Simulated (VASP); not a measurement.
A run of VASP 6.6.1:

Contents of INCAR:

```
  PREC = Accurate
  ENCUT = 560
  EDIFF = 1E-6
  ISMEAR = 0
  SIGMA = 0.05
  LREAL = F
  LASPH = T
  NELM = 120
  ALGO = Normal
  ISIF = 2
  LWAVE = F
  LCHARG = F
  GGA = PS
  NBANDS = 37
  GGA_COMPAT = F
```

The input KPOINTS:

```
Automatic mesh
0
Gamma
  8 8 8
```

The input POSCAR:

```
BaOs3
1.0
    4.0569526593      0.0000000000      0.0000000000
    0.0000000000      4.0569526593      0.0000000000
    0.0000000000      0.0000000000      4.0569526593
Ba Os
1 3
Direct
    0.0000000000      0.0000000000      0.0000000000
    0.0000000000      0.5000000000      0.5000000000
    0.5000000000      0.5000000000      0.0000000000
    0.5000000000      0.0000000000      0.5000000000
```

Potentials or basis: VASP PAW PBE potentials, release 64 (Ba_sv, Os_sv_GW).

Launch:

```console
$ cat potpaw_PBE.64/Ba_sv/POTCAR potpaw_PBE.64/Os_sv_GW/POTCAR > POTCAR
$ mpirun -np 1 vasp_std > vasp.out
```

Hardware: 1 thread of Intel(R) Xeon(R) Platinum 8259CL CPU @ 2.50GHz (Skylake/Cascade Lake), on a shared host.

Q: Estimate the wall time of this run.

A: Wall time 70 s on 1 thread of Intel(R) Xeon(R) Platinum 8259CL CPU @ 2.50GHz (Skylake/Cascade Lake), on a shared host, peak memory 0.22 GiB. Counts: scf iterations 13, k points 35.
